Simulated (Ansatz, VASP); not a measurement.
**C: VASP beside Ansatz**

Contents of INCAR:

```
SYSTEM = C
  ALGO = Normal
  EDIFF = 1E-7
  EDIFFG = -0.002
  ENCUT = 520
  GGA = PE
  GGA_COMPAT = .False.
  IBRION = 2
  ISIF = 2
  ISMEAR = 0
  LASPH = .True.
  LCHARG = .False.
  LREAL = .False.
  LWAVE = .False.
  NELM = 120
  NELMIN = 4
  NSW = 60
  PREC = Accurate
  SIGMA = 0.02
```

KPOINTS

```
k-points
0
Gamma
  9 9 9
  0 0 0
```

The input POSCAR:

```
C
1.0
    0.0198051387      1.7788210906      1.7788210906
    1.7788210906      0.0198051387      1.7788210906
    1.7788210906      1.7788210906      0.0198051387
C
2
Direct
    0.0001450983      0.0001450983      0.0001450983
    0.2498549017      0.2498549017      0.2498549017
```

Input for Ansatz:

```yaml
crystal:
  lattice:
    - [0.0198051387, 1.7788210906, 1.7788210906]
    - [1.7788210906, 0.0198051387, 1.7788210906]
    - [1.7788210906, 1.7788210906, 0.0198051387]
  atoms:
    - { symbol: C, position: [0.0001450983, 0.0001450983, 0.0001450983] }
    - { symbol: C, position: [0.2498549017, 0.2498549017, 0.2498549017] }
basis:
  ecutwfc: 420
kpoints:
  mp_grid: { grid: [9, 9, 9] }
hamiltonian:
  xc: pbe
  pseudopotentials: { kind: paw, azcp: { folder: soft_1 } }
scf:
  occupations: { method: gaussian, width: 0.02 }
output:
  forces: true
  stress: true
  eigenvalues: true
  write_density: true
  write_potential: true
  elf: true
  volumetric_format: npy
relax:
  adjacent_minimum: "off"
  f_tol: 0.002
  max_steps: 40
```

Change from the starting cell: strained cell.

Alike in both runs: task relaxation of the atoms; functional PBE; k mesh 9 × 9 × 9; occupations gaussian, width 0.02 eV; no spin polarisation.

|  | VASP | Ansatz |
| --- | --- | --- |
| version | VASP 6.6.1 | Ansatz 0.2.0 |
| potentials or method | VASP PAW PBE potentials, release 64 (C), cutoff 520 eV | scalar-relativistic, plane waves, PAW |
| valence electrons in the cell | 8 | 8 |

```tsv
	VASP	Ansatz	Ansatz less VASP
gap on the k mesh at the Fermi level, each at its own relaxed structure (eV)	4.18	4.19	+0.008
```

Ansatz's warnings: stress scf threshold loose.
